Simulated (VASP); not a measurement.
# ScSi2 (P6/mmm) in VASP: settings compared

ScSi2 is run at these levels: PBE, PBE+U; tasks: single point.

Program: VASP 6.6.1. These are calculated values, not measurements. Logs are shortened: lines on timing, memory, paths and dates and some standing lists are left out, and cuts for length are marked.

## Step 1: The cell of the first run

The structure is hexagonal, space group P6/mmm (No. 191). Conventional cell: a = 4.076 Å, b = 4.076 Å, c = 3.697 Å, α = 90.00°, β = 90.00°, γ = 120.00°. Within 3.9 Å of Sc (site symmetry 6/mmm) lie 12 Si at 2.99 Å and 2 Sc at 3.70 Å. Si (site symmetry -6m2) has 3 Si at 2.35 Å and 6 Sc at 2.99 Å within 3.1 Å.

## Step 2: Single point, PBE (17.73 Å³/atom)

Input file INCAR:

```
SYSTEM = ScSi2
ALGO = Normal
EDIFF = 1E-6
ENCUT = 520
GGA = PE
ISIF = 2
ISMEAR = 0
LASPH = .True.
LCHARG = .True.
LELF = .True.
LREAL = .False.
LVHAR = .True.
LWAVE = .False.
NBANDS = 16
NELM = 60
PREC = Accurate
SIGMA = 0.05
```

Input file KPOINTS:

```
k-points
0
Gamma
  10 10 10
  0 0 0
```

Input file POSCAR:

```
ScSi2
1.0
    4.0761631718      0.0000000000      0.0000000000
   -2.0380815859      3.5300608567      0.0000000000
    0.0000000000      0.0000000000      3.6974492332
Sc Si
1 2
Direct
    0.0000000000      0.0000000000      0.0000000000
    0.3333333333      0.6666666667      0.5000000000
    0.6666666667      0.3333333333      0.5000000000
```

Potentials or basis: VASP PAW PBE potentials, release 64 (Sc_sv, Si).

On the command line:

```console
> cat potpaw_PBE.64/Sc_sv/POTCAR potpaw_PBE.64/Si/POTCAR > POTCAR
> mpirun -np 1 vasp_std > vasp.out
```

OUTCAR:

```text
SYSTEM = ScSi2
   EDIFF = 1E-6
   ENCUT = 520
   GGA = PE
   ISIF = 2
   ISMEAR = 0
   LASPH = .True.
   LREAL = .False.
   NELM = 60
   PREC = Accurate

 ion  position               nearest neighbor table
   1  0.000  0.000  0.000-   2 2.99   3 2.99   2 2.99   3 2.99   2 2.99   2 2.99   3 2.99   3 2.99
                             3 2.99   3 2.99   2 2.99   2 2.99
   2  0.333  0.667  0.500-   3 2.35   3 2.35   3 2.35   1 2.99   1 2.99   1 2.99   1 2.99   1 2.99
                             1 2.99
   3  0.667  0.333  0.500-   2 2.35   2 2.35   2 2.35   1 2.99   1 2.99   1 2.99   1 2.99   1 2.99
                             1 2.99

  LATTYP: Found a hexagonal cell.
 ALAT       =     4.0761631718
 C/A-ratio  =     0.9070905843

  Lattice vectors:

 A1 = (   4.0761631718,   0.0000000000,   0.0000000000)
 A2 = (  -2.0380815859,   3.5300608567,   0.0000000000)
 A3 = (   0.0000000000,   0.0000000000,   3.6974492332)

Analysis of symmetry for initial positions (statically):
=====================================================================
 Subroutine PRICEL returns:
 Original cell was already a primitive cell.

 Routine SETGRP: Setting up the symmetry group for a
 hexagonal supercell.

 Subroutine GETGRP returns: Found 24 space group operations
 (whereof 24 operations were pure point group operations)
 out of a pool of 24 trial point group operations.

The static configuration has the point symmetry D_6h.

Analysis of symmetry for dynamics (positions and initial velocities):
=====================================================================
 Subroutine PRICEL returns:
 Original cell was already a primitive cell.

 Routine SETGRP: Setting up the symmetry group for a
 hexagonal supercell.

 Subroutine GETGRP returns: Found 24 space group operations
 (whereof 24 operations were pure point group operations)
 out of a pool of 24 trial point group operations.

The dynamic configuration has the point symmetry D_6h.

 Subroutine INISYM returns: Found 24 space group operations
 (whereof 24 operations are pure point group operations),
 and found     1 'primitive' translations

----------------------------------------------------------------------------------------

                                     Primitive cell

  volume of cell :      53.2030

  direct lattice vectors                    reciprocal lattice vectors
     4.076163172  0.000000000  0.000000000     0.245328746  0.141640618  0.000000000
    -2.038081586  3.530060857  0.000000000     0.000000000  0.283281235  0.000000000
     0.000000000  0.000000000  3.697449233     0.000000000  0.000000000  0.270456722

  length of vectors
     4.076163172  4.076163172  3.697449233     0.283281235  0.283281235  0.270456722

  position of ions in fractional coordinates (direct lattice)
     0.000000000  0.000000000  0.000000000
     0.333333333  0.666666667  0.500000000
     0.666666667  0.333333333  0.500000000

  ion indices of the primitive-cell ions
   primitive index   ion index
                 1           1
                 2           2
                 3           3

----------------------------------------------------------------------------------------

 KPOINTS: k-points

Automatic generation of k-mesh.
 Grid dimensions read from file:
 generate k-points for:   10   10   10

 Generating k-lattice:

  Cartesian coordinates                     Fractional coordinates (reciprocal lattice)
     0.024532875  0.014164062  0.000000000     0.100000000  0.000000000  0.000000000
     0.000000000  0.028328124  0.000000000     0.000000000  0.100000000  0.000000000
     0.000000000  0.000000000  0.027045672     0.000000000  0.000000000  0.100000000

  Length of vectors
     0.028328124  0.028328124  0.027045672

  Shift w.r.t. Gamma in fractional coordinates (k-lattice)
     0.000000000  0.000000000  0.000000000

 Subroutine IBZKPT returns following result:
 ===========================================

 Found     84 irreducible k-points:

 Following reciprocal coordinates:
            Coordinates               Weight
  0.000000  0.000000  0.000000      1.000000
  0.100000 -0.000000  0.000000      6.000000
  0.200000 -0.000000  0.000000      6.000000
  0.300000 -0.000000  0.000000      6.000000
  0.400000 -0.000000  0.000000      6.000000
  0.500000 -0.000000  0.000000      3.000000
[... 16 lines left out ...]
  0.300000  0.100000  0.100000     24.000000
  0.400000  0.100000  0.100000     24.000000
 [... further k-points ...]
   k-points           NKPTS =     84   k-points in BZ     NKDIM =     84   number of bands    NBANDS=     16
   number of dos      NEDOS =    301   number of ions     NIONS =      3
   total plane-waves  NPLWV =  25200
   dimension x,y,z NGX =    30 NGY =   30 NGZ =   28
   dimension x,y,z NGXF=    60 NGYF=   60 NGZF=   56
   ions per type =               1   2
   NGX,Y,Z   is equivalent  to a cutoff of  12.24, 12.24, 12.59 a.u.
   NGXF,Y,Z  is equivalent  to a cutoff of  24.47, 24.47, 25.18 a.u.
 SYSTEM =  ScSi2
   PREC   = accura    normal or accurate (medium, high low for compatibility)
   ISTART =      0    job   : 0-new  1-cont  2-samecut
   ICHARG =      2    charge: 1-file 2-atom 10-const
   ISPIN  =      1    spin polarized calculation?
   LNONCOLLINEAR =      F non collinear calculations
   LSORBIT =      F    spin-orbit coupling
   LASPH  =      T    aspherical Exc in radial PAW
   ENCUT  =  520.0 eV  38.22 Ry    6.18 a.u.   7.58  7.58  6.87*2*pi/ulx,y,z
   NELM   =     60;   NELMIN=  2; NELMDL= -5     # of ELM steps
   EDIFF  = 0.1E-05   stopping-criterion for ELM
   LREAL  =      F    real-space projection
   EDIFFG = 0.1E-04   stopping-criterion for IOM
   NSW    =      0    number of steps for IOM
   IBRION =     -1    ionic relax: 0-MD 1-quasi-New 2-CG
   NFREE  =      0    steps in history (QN), initial steepest desc. (CG)
   ISIF   =      2    stress and relaxation
   ISYM   =      2    0-nonsym 1-usesym 2-fastsym
   POTIM  = 0.5000    time-step for ionic-motion
   TEBEG  =    0.0;   TEEND  =   0.0 temperature during run
   PSTRESS=    0.0 pullay stress
   NELECT =      19.0000    total number of electrons
   NUPDOWN=      -1.0000    fix difference up-down
   EMIN   =  10.00;   EMAX   =-10.00  energy-range for DOS
   EFERMI =   0.00;   METHOD = LEGACY
   ISMEAR =     0;   SIGMA  =   0.05  broadening in eV -4-tet -1-fermi 0-gaus
   EFERMI_NEDOS =   21; number of points for ismear=-14 and -15
   IALGO  =     38    algorithm
   IMIX   =      4    mixing-type and parameters
     AMIX     =   0.40;   BMIX     =  1.00
     AMIX_MAG =   1.60;   BMIX_MAG =  1.00
  volume/ion in A,a.u.               =      17.73       119.68
  Fermi-wavevector in a.u.,A,eV,Ry     =   1.161486  2.194891 18.354941  1.349050
  Thomas-Fermi vector in A             =   2.298058
   LORBIT       =      0    0 simple, 1 ext, 2 COOP (PROOUT), +10 PAW based schemes
   GGA     = PE    functional components
   LHFCALC =     F    Hartree Fock is set to
   AEXX    =    0.0000 exact exchange contribution
   IVDW    =     0    specifies the selected vdW correction
   LEPSILON=     F    determine dielectric tensor
   LRPA    =     F    only Hartree local field effects (RPA)
 non-spin polarized calculation
 Gauss-broadening in eV      SIGMA  =   0.05
  energy-cutoff  :      520.00
  volume of cell :       53.20
 maximum number of plane-waves:      1454
   NGX = 15   NGY = 15   NGZ = 13

 number of electron      19.0000001 magnetization

 Free energy of the ion-electron system (eV)
  ---------------------------------------------------
  ext. energy  EPLUGINS =         0.00000000
  ---------------------------------------------------
  free energy    TOTEN  =       -18.19688729 eV

  energy without entropy =      -18.19555119  energy(sigma->0) =      -18.19621924

 E-fermi :   7.3461     XC(G=0): -10.5676

 val. band max:        7.3187752991   @ k =   0.4000   0.1000   0.5000
 cond. band min:       7.3546188941   @ k =   0.2000   0.1000   0.3000
 fundamental gap:      0.0358435950
 Fermi energy:         7.3460694064

 k-point     1 :       0.0000    0.0000    0.0000
  band No.  band energies     occupation
      1     -42.5568      2.00000
      2     -21.2023      2.00000
      3     -21.2023      2.00000
      4     -21.1365      2.00000
      5      -4.8891      2.00000
      6       3.9338      2.00000
[... 8 lines left out ...]
     15      10.1536      0.00000
     16      10.1536      0.00000

 k-point     2 :       0.1000   -0.0000    0.0000
  band No.  band energies     occupation
      1     -42.5566      2.00000
      2     -21.2061      2.00000
      3     -21.2032      2.00000
      4     -21.1361      2.00000
      5      -4.7741      2.00000
      6       3.1007      2.00000
[... 8 lines left out ...]
     15      10.2410      0.00000
     16      10.3842      0.00000

 k-point     3 :       0.2000   -0.0000    0.0000
  band No.  band energies     occupation
      1     -42.5560      2.00000
      2     -21.2160      2.00000
      3     -21.2055      2.00000
      4     -21.1348      2.00000
      5      -4.4342      2.00000
      6       1.7494      2.00000
[... 8 lines left out ...]
     15      10.2854      0.00000
     16      11.0694      0.00000

 k-point     4 :       0.3000   -0.0000    0.0000
  band No.  band energies     occupation
      1     -42.5553      2.00000
      2     -21.2282      2.00000
      3     -21.2084      2.00000
      4     -21.1333      2.00000
      5      -3.8870      2.00000
      6       0.4184      2.00000
[... 8 lines left out ...]
     15      10.9784      0.00000
     16      11.7658      0.00000
[... 324 lines left out ...]
 k-point    22 :       0.2000    0.1000    0.1000
  band No.  band energies     occupation
      1     -42.5552      2.00000
      2     -21.2221      2.00000
      3     -21.2076      2.00000
      4     -21.1408      2.00000
      5      -4.0332      2.00000
      6       1.0351      2.00000
[... 8 lines left out ...]
     15      10.6233      0.00000
     16      10.9756      0.00000

 k-point    23 :       0.3000    0.1000    0.1000
  band No.  band energies     occupation
      1     -42.5545      2.00000
      2     -21.2323      2.00000
      3     -21.2108      2.00000
      4     -21.1393      2.00000
      5      -3.4098      2.00000
      6      -0.1551      2.00000
[... 8 lines left out ...]
     15      11.1287      0.00000
     16      11.6944      0.00000

 k-point    24 :       0.4000    0.1000    0.1000
  band No.  band energies     occupation
      1     -42.5542      2.00000
      2     -21.2386      2.00000
      3     -21.2129      2.00000
      4     -21.1383      2.00000
      5      -2.7144      2.00000
      6      -1.1481      2.00000
[... 8 lines left out ...]
     15      10.9599      0.00000
     16      12.5668      0.00000

 [... further k-points ...]
[... 5 lines left out ...]
  --------------------------------------------------------------------------------------
  -------------------------------------------------------------------------------------
  Total       -1.0884405     -1.0884405     -1.0379963      0.0000000      0.0000000      0.0000000
  in kB      -32.7777622    -32.7777622    -31.2586641      0.0000000      0.0000000      0.0000000
  external PRESSURE =     -32.2713962 kB  Pullay stress =       0.0000000 kB

 VOLUME and BASIS-vectors are now :
 -----------------------------------------------------------------------------
  energy-cutoff  :      520.00
  volume of cell :       53.20
      direct lattice vectors                 reciprocal lattice vectors
     4.076163172  0.000000000  0.000000000     0.245328746  0.141640618  0.000000000
    -2.038081586  3.530060857  0.000000000     0.000000000  0.283281235  0.000000000
     0.000000000  0.000000000  3.697449233     0.000000000  0.000000000  0.270456722

 POSITION                                       TOTAL-FORCE (eV/Angst)
 -----------------------------------------------------------------------------------
      0.00000      0.00000      0.00000         0.000000      0.000000     -0.000000
     -0.00000      2.35337      1.84872         0.000000     -0.000000     -0.000000
      2.03808      1.17669      1.84872        -0.000000      0.000000      0.000000
 -----------------------------------------------------------------------------------
    total drift:                                0.000000     -0.000000      0.000000

  FREE ENERGIE OF THE ION-ELECTRON SYSTEM (eV)
  ---------------------------------------------------
  free  energy   TOTEN  =       -18.1968872932 eV

  energy  without entropy=      -18.1955511867  energy(sigma->0) =      -18.19621924
```

Wall time 2.3 min (1 thread of Intel Xeon 8259CL, shared host); peak memory 0.21 GiB.

Results:

```
Free energy            : -18.1969 eV
Pressure               : -3.2 GPa
Band gap on the k mesh : zero (an odd number of electrons rules out a gap without spin polarisation)
```

Stress tensor (GPa, compression positive):
```
-3.28  0.00  0.00
 0.00 -3.28  0.00
 0.00  0.00 -3.13
```

Levels at points of the mesh, in eV from the Fermi level:
```tsv
k point	band 8	band 9	band 10	band 11	band 12	band 13
(0.00, 0.00, 0.00)	-1.63	-1.25	-0.99	0.76	0.76	1.64
(0.50, 0.00, 0.00)	-2.57	-1.57	1.18	1.63	1.66	1.89
(0.00, 0.00, 0.50)	-2.29	-1.17	-1.17	0.17	0.31	0.31
(0.50, 0.00, 0.50)	-3.88	-3.32	-0.43	2.01	2.25	2.79
```

Caveat: the cell stands under tension.

## Step 3: Single point, PBE (18.25 Å³/atom)

This run uses another cell than the first one, of 18.25 Å³/atom.

Input file INCAR:

```
SYSTEM = ScSi2
  PREC = Accurate
  ENCUT = 520
  EDIFF = 1E-6
  ISMEAR = 0
  SIGMA = 0.05
  LREAL = .False.
  LASPH = .True.
  NELM = 100
  ALGO = Normal
  ISIF = 2
  LWAVE = .False.
  LCHARG = .False.
  GGA = PE
  NBANDS = 16
```

Input file KPOINTS:

```
regular mesh
0
Gamma
  10 10 10
  0 0 0
```

Input file POSCAR:

```
ScSi2
1.0
    4.1102106871      0.0000000000      0.0000000000
   -2.0551053436      3.5595468700      0.0000000000
    0.0000000000      0.0000000000      3.7413437414
Sc Si
1 2
Direct
    0.0000000000      0.0000000000      0.0000000000
    0.3333333333      0.6666666667      0.5000000000
    0.6666666667      0.3333333333      0.5000000000
```

Potentials or basis: VASP PAW PBE potentials, release 64 (Sc_sv, Si).

On the command line:

```console
> cat potpaw_PBE.64/Sc_sv/POTCAR potpaw_PBE.64/Si/POTCAR > POTCAR
> mpirun -np 1 vasp_std > vasp.out
```

Wall time 2 min (1 thread of Intel Xeon 8259CL, shared host); peak memory 0.22 GiB.

It converged, with:

```yaml
Free_energy: -18.1566 eV
Pressure: -5.2 GPa
Band_gap_on_the_k_mesh: zero (an odd number of electrons rules out a gap without spin polarisation)
```

Stress tensor (GPa, compression positive):
```
-5.28  0.00  0.00
 0.00 -5.28  0.00
 0.00  0.00 -5.08
```

Levels at points of the mesh, in eV from the Fermi level:
```tsv
k point	band 8	band 9	band 10	band 11	band 12	band 13
(0.00, 0.00, 0.00)	-1.64	-1.34	-0.93	0.77	0.77	1.58
(0.50, 0.00, 0.00)	-2.50	-1.55	1.15	1.59	1.60	1.83
(0.00, 0.00, 0.50)	-2.25	-1.11	-1.11	-0.03	0.33	0.33
(0.50, 0.00, 0.50)	-3.78	-3.21	-0.46	1.95	2.19	2.66
```

Caveat: the cell stands under tension.

## Step 4: Single point, PBE (18.76 Å³/atom)

This run uses another cell than the first one, of 18.76 Å³/atom.

Input file INCAR:

```
SYSTEM = ScSi2
  ALGO = Normal
  EDIFF = 1E-6
  ENCUT = 520
  GGA = PE
  ISIF = 2
  ISMEAR = 0
  LASPH = .True.
  LCHARG = .False.
  LREAL = .False.
  LWAVE = .False.
  NBANDS = 16
  NELM = 60
  PREC = Accurate
  SIGMA = 0.05
```

Input file KPOINTS:

```
k-points
0
Gamma
  10 10 10
  0 0 0
```

Input file POSCAR:

```
ScSi2
1.0
    4.1436200082      0.0000000000      0.0000000000
   -2.0718100041      3.5884801907      0.0000000000
    0.0000000000      0.0000000000      3.7844680603
Sc Si
1 2
Direct
    0.0000000000      0.0000000000      0.0000000000
    0.3333333333      0.6666666667      0.5000000000
    0.6666666667      0.3333333333      0.5000000000
```

On the command line:

```console
> cat potpaw_PBE.64/Sc_sv/POTCAR potpaw_PBE.64/Si/POTCAR > POTCAR
> mpirun -np 1 vasp_std > vasp.out
```

Wall time 1.9 min (1 thread of Intel Xeon 8259CL, shared host); peak memory 0.22 GiB.

Results (log left out):

```yaml
Free_energy: -18.0988 eV
Pressure: -6.9 GPa
Band_gap_on_the_k_mesh: zero (an odd number of electrons rules out a gap without spin polarisation)
```

Stress tensor (GPa, compression positive):
```
-6.95  0.00  0.00
 0.00 -6.95  0.00
 0.00  0.00 -6.80
```

Levels at points of the mesh, in eV from the Fermi level:
```csv
k point,band 6,band 7,band 8,band 9,band 10,band 11,band 12,band 13,band 14,band 15
"(0.00, 0.00, 0.00)",-3.23,-3.23,-1.65,-1.43,-0.87,0.79,0.79,1.53,1.53,2.59
"(0.50, 0.00, 0.00)",-8.55,-3.95,-2.44,-1.53,1.12,1.54,1.55,1.78,2.33,3.49
"(0.00, 0.00, 0.50)",-5.97,-2.21,-2.21,-1.04,-1.04,-0.22,0.35,0.35,2.34,2.56
"(0.50, 0.00, 0.50)",-7.54,-4.10,-3.69,-3.12,-0.49,1.88,2.12,2.54,2.63,2.68
```

Caveat: the cell stands under tension.

## Step 5: Single point, PBE+U

This run uses another cell than the first one, of 17.05 Å³/atom.

Input file INCAR:

```
ALGO = Normal
EDIFF = 1E-7
ENCUT = 520
GGA = PE
ISIF = 2
ISMEAR = 0
LASPH = T
LCHARG = T
LDAU = T
LDAUJ = 0 0
LDAUL = 2 -1
LDAUPRINT = 1
LDAUTYPE = 2
LDAUU = 3 0
LELF = T
LMAXMIX = 4
LREAL = F
LVHAR = T
LWAVE = F
NBANDS = 16
NELM = 150
PREC = Accurate
SIGMA = 0.05
```

Input file KPOINTS:

```
k-points
0
Gamma
  10 10 10
```

Input file POSCAR:

```
ScSi2
1.0
    4.0334597719      0.0000000000      0.0000000000
   -2.0167298860      3.4930786276      0.0000000000
    0.0000000000      0.0000000000      3.6309188480
Sc Si
1 2
Direct
    0.0000000000      0.0000000000      0.0000000000
    0.3333333333      0.6666666667      0.5000000000
    0.6666666667      0.3333333333      0.5000000000
```

On the command line:

```console
> cat potpaw_PBE.64/Sc_sv/POTCAR potpaw_PBE.64/Si/POTCAR > POTCAR
> mpirun -np 1 vasp_std > vasp.out
```

It took 2.8 min on 1 thread of Intel Xeon 8259CL, shared host; peak memory 0.21 GiB.

It converged, with:

```yaml
Free_energy: -16.7994 eV
Pressure: 3.4 GPa
Band_gap_on_the_k_mesh: zero (an odd number of electrons rules out a gap without spin polarisation)
```

Stress tensor (GPa, compression positive):
```
3.57 0.00 0.00
0.00 3.57 0.00
0.00 0.00 3.12
```

Levels at points of the mesh, in eV from the Fermi level:
```
           k point  band 8  band 9  band 10  band 11  band 12  band 13
(0.00, 0.00, 0.00)   -1.72   -1.24    -0.98     0.54     0.54     1.95
(0.50, 0.00, 0.00)   -2.72   -1.55     1.43     1.63     1.95     2.18
(0.00, 0.00, 0.50)   -2.41   -1.22    -1.22     0.38     0.45     0.45
(0.50, 0.00, 0.50)   -4.21   -3.56    -0.55     2.42     2.42     3.11
```

Eigenvalues of the final occupation matrices:
| site | spin | trace | eigenvalues |
| --- | --- | --- | --- |
| site 1 d | 1 | 0.48 | 0.08 0.08 0.08 0.12 0.12 |
| site 1 d | 2 | 0.48 | 0.08 0.08 0.08 0.12 0.12 |

Caveat: the cell stands under pressure; U without spin polarisation on a metal has little footing; the U is typed as a test and isn't derived for this compound.

## Step 6: Summary

| level | U | cell | gap on the mesh (eV) | pressure (GPa) |
| --- | --- | --- | --- | --- |
| PBE | - | a = 4.076, b = 4.076, c = 3.697 Å, angles 90.0, 90.0, 120.0°, 3 atoms | none | -3.2 |
| PBE | - | a = 4.110, b = 4.110, c = 3.741 Å, angles 90.0, 90.0, 120.0°, 3 atoms | none | -5.2 |
| PBE | - | a = 4.144, b = 4.144, c = 3.784 Å, angles 90.0, 90.0, 120.0°, 3 atoms | none | -6.9 |
| PBE+U | Sc d U = 3.0 eV | a = 4.033, b = 4.033, c = 3.631 Å, angles 90.0, 90.0, 120.0°, 3 atoms | none | 3.4 |

Alike in all rows: task single point; potentials or basis VASP PAW PBE potentials, release 64 (Sc_sv, Si); no spin polarisation; k mesh 10 × 10 × 10; cutoff (eV) 520; smearing gaussian 0.05 eV.

Caveats: the cell stands under tension (at least some runs); the cell stands under pressure (at least some runs); U without spin polarisation on a metal has little footing (at least some runs); the U is typed as a test and isn't derived for this compound (at least some runs).

Absolute energies hang on the potentials; compare differences alone.

The gap in the log of VASP goes by the Fermi energy; the results here count the filled bands.